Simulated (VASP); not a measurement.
## HfBr: single point with PBE

The system is HfBr.

```
Hf Br
1.0
     3.84676    0.00000    0.00000
     0.00000    3.84676    0.00000
     0.00000    0.00000    3.84676
Hf Br
1 1
Direct
  0.00000 0.00000 0.00000
  0.50000 0.50000 0.50000
```

| Property | Result |
| --- | --- |
| Program | VASP 6.6.1 |
| Task | single point |
| Functional | PBE |
| Potentials or basis | VASP PAW PBE potentials, release 64 (Hf_pv, Br) |
| Cutoff | 520 eV |
| k mesh | 4 × 4 × 4 |
| Occupations | gaussian, width 0.1 eV |
| Spin | no spin polarisation |
| Dipole correction | no |
| Further INCAR settings | ALGO = Normal; EDIFF = 1e-06; NBANDS = 16 |

```json
{"Pressure": "-11.8 GPa"}
```

Levels at points of the mesh, in eV from the Fermi level:
| k point | band 6 | band 7 | band 8 | band 9 | band 10 | band 11 |
| --- | --- | --- | --- | --- | --- | --- |
| (0.00, 0.00, 0.00) | -4.25 | -4.25 | -2.96 | -1.35 | -1.35 | 1.57 |
| (0.50, 0.00, 0.00) | -4.34 | -4.34 | -0.77 | 1.03 | 1.22 | 1.80 |
| (0.50, 0.50, 0.00) | -5.89 | -3.78 | -2.21 | -0.20 | 0.50 | 0.50 |
| (0.50, 0.50, 0.50) | -5.98 | -5.98 | 1.60 | 1.60 | 1.60 | 2.19 |

Wall time 5.8 s on 1 thread of Intel(R) Xeon(R) 6975P-C (Granite Rapids), on a shared host, peak memory 0.16 GiB.

Caveat: the k points lie up to 0.41 Å⁻¹ apart; spin-orbit coupling is left out, which moves the levels of the heavy elements; an odd number of electrons without spin polarisation forces a metal; a magnetic or distorted state may lie lower.
